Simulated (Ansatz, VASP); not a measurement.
## Si: VASP beside Ansatz

```
CELL_PARAMETERS angstrom
-2.25100 2.36850 1.27500
2.25100 -2.36850 1.27500
2.25100 2.36850 -1.27500
ATOMIC_POSITIONS crystal
Si 0.30700 0.05700 0.25000
Si 0.69300 0.94300 0.75000
```

Alike in both runs: task single point; functional LDA; k mesh 13 × 13 × 13; no spin polarisation.

|  | VASP | Ansatz |
| --- | --- | --- |
| version | VASP 6.6.1 | Ansatz 0.2.0 |
| potentials or method | VASP PAW LDA potentials, release 64 (Si), cutoff 500 eV | plane waves, PAW |
| occupations | methfessel-paxton of order 1, width 0.05 eV | cold, width 0.05 eV |
| valence electrons in the cell | 8 | 8 |

Ansatz gave:

```
pressure (GPa)                                                : 10.8
traceless stress, the component that is largest in VASP (GPa) : 2.27
```

Q: Estimate VASP's values.

A: Pressure (GPa): 11.0; traceless stress, the component that is largest in VASP (GPa): 2.37.

LDA's correlation is that of Perdew and Zunger in VASP and of Perdew and Wang (1992) in Ansatz.
